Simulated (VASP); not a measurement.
Input of a VASP 6.6.1 run:

File INCAR:

```
ALGO = Normal
EDIFF = 1E-7
ENCUT = 520
GGA = CA
ISIF = 2
ISMEAR = -1
LASPH = T
LCHARG = F
LREAL = F
LWAVE = F
NBANDS = 14
NELM = 100
PREC = Accurate
SIGMA = 0.05
```

KPOINTS

```
k-points
0
Gamma
  10 10 10
```

File POSCAR:

```
ZrB
1.0
    0.0000000000      2.2775377028      2.2775377028
    2.2775377028      0.0000000000      2.2775377028
    2.2775377028      2.2775377028      0.0000000000
Zr B
1 1
Direct
    0.0000000000      0.0000000000      0.0000000000
    0.5000000000      0.5000000000      0.5000000000
```

Potentials or basis: VASP PAW LDA potentials, release 64 (Zr_sv, B).

The run is started by

```sh
$ cat potpaw_LDA.64/Zr_sv/POTCAR potpaw_LDA.64/B/POTCAR > POTCAR
$ mpirun -np 1 vasp_std > vasp.out
```

Question: Estimate the pressure.

Answer: 43.9 GPa.
